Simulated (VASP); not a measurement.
The system is As.

```xyz
3
Lattice="0.0000 3.3550 3.3550 3.3550 0.0000 3.3550 3.3550 3.3550 0.0000" Properties=species:S:1:pos:R:3 pbc="T T T"
As    5.0325    5.0325    5.0325
As    1.6775    1.6775    1.6775
As    0.0000    0.0000    0.0000
```

| Property | Result |
| --- | --- |
| Program | VASP 6.6.1 |
| Task | relaxation of cell and atoms |
| Functional | PBE |
| Potentials or basis | VASP PAW PBE potentials, release 64 (As) |
| Cutoff | 600 eV |
| k mesh | 4 × 4 × 4 |
| Occupations | gaussian, width 0.1 eV |
| Spin | no spin polarisation |

At the start: pressure -5.2 GPa; volume 25.18 Å³/atom.

How do energy, volume and symmetry change on relaxing?

Over 3 steps the energy falls by 42.1 meV/atom and the volume is 22.76 Å³/atom (-9.6 %); space group Fm-3m (No. 225, to 0.05 Å).

The path:
| step | energy change (eV) | largest force (eV/Å) | pressure (GPa) | volume (Å³) |
| --- | --- | --- | --- | --- |
| 1 | 0.0000 | 0.0000 | -5.17 | 75.53 |
| 2 | -0.1216 | 0.0000 | 1.22 | 66.99 |
| 3 | -0.1264 | 0.0000 | 0.03 | 68.27 |

Final structure:
```
CELL_PARAMETERS angstrom
0.00000 3.24385 3.24385
3.24385 0.00000 3.24385
3.24385 3.24385 0.00000
ATOMIC_POSITIONS crystal
As 0.75000 0.75000 0.75000
As 0.25000 0.25000 0.25000
As 0.00000 0.00000 0.00000
```

Caveat: the k points lie up to 0.42 Å⁻¹ apart in the final cell.
